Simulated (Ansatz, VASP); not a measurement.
**Two plane-wave programs on AgI**

```
CELL_PARAMETERS angstrom
-2.34244 2.34244 3.31693
2.34244 -2.34244 3.31693
2.34244 2.34244 -3.31693
ATOMIC_POSITIONS crystal
Ag 0.25000 0.75000 0.50000
I 0.00000 0.00000 0.00000
```

Alike in both runs: task single point; functional PBE; k mesh 6 × 6 × 6; no spin polarisation.

|  | VASP | Ansatz |
| --- | --- | --- |
| version | VASP 6.6.1 | Ansatz 0.2.0 |
| potentials or method | VASP PAW PBE potentials, release 64 (Ag, I) | plane waves, PAW |
| plane-wave cutoff (eV) | 500 | 420 |
| occupations | gaussian, width 0.01 eV | fixed |
| valence electrons in the cell | 18 | 36 |

```csv
,VASP,Ansatz,Ansatz less VASP
gap on the k mesh at the Fermi level (eV),1.34,1.34,-0.002
pressure (GPa),0.0,0.0,+0.04
```

VASP's potentials hold 18 valence electrons a cell and Ansatz's 36, so a difference there can come from the potentials and not from the codes.

Spin-orbit coupling is off throughout.
